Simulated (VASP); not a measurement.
Here is a VASP 6.6.1 calculation.

The input INCAR:

```
SYSTEM = Al
PREC = Accurate ; ENCUT = 520
EDIFF = 1E-6 ; ISMEAR = 0
SIGMA = 0.1 ; LREAL = .False.
LASPH = .True. ; NELM = 80
ALGO = Normal ; ISIF = 2
LWAVE = .False. ; LCHARG = .False.
LDIPOL = .True. ; IDIPOL = 3
DIPOL = 0.5 0.5 0.500 ; IBRION = 2
NSW = 80 ; EDIFFG = -0.02
```

File KPOINTS:

```
Automatic mesh
0
Gamma
  12 12 1
  0 0 0
```

POSCAR

```
Al
1.0
    2.8168441069      0.0000000000      0.0000000000
   -1.4084220535      2.4394585551      0.0000000000
    0.0000000000      0.0000000000     26.4997179115
Al
6
Direct
    0.6666666667      0.3333333333      0.2830218806
    0.3333333333      0.6666666667      0.3698131284
    0.0000000000      0.0000000000      0.4566043761
    0.6666666667      0.3333333333      0.5433956239
    0.3333333333      0.6666666667      0.6301868716
    0.0000000000      0.0000000000      0.7169781194
```

Potentials or basis: VASP PAW LDA potentials, release 64 (Al).

Launch:

```console
$ cat potpaw_LDA.64/Al/POTCAR > POTCAR
$ mpirun -np 1 vasp_std > vasp.out
```

(1) Predict the band gap on the k mesh.

(2) What does it give for the energy gained by relaxing?

Answers

(1) zero (bands 9 and 10 overlap by 3.27 eV).

(2) 0.5 meV/atom.
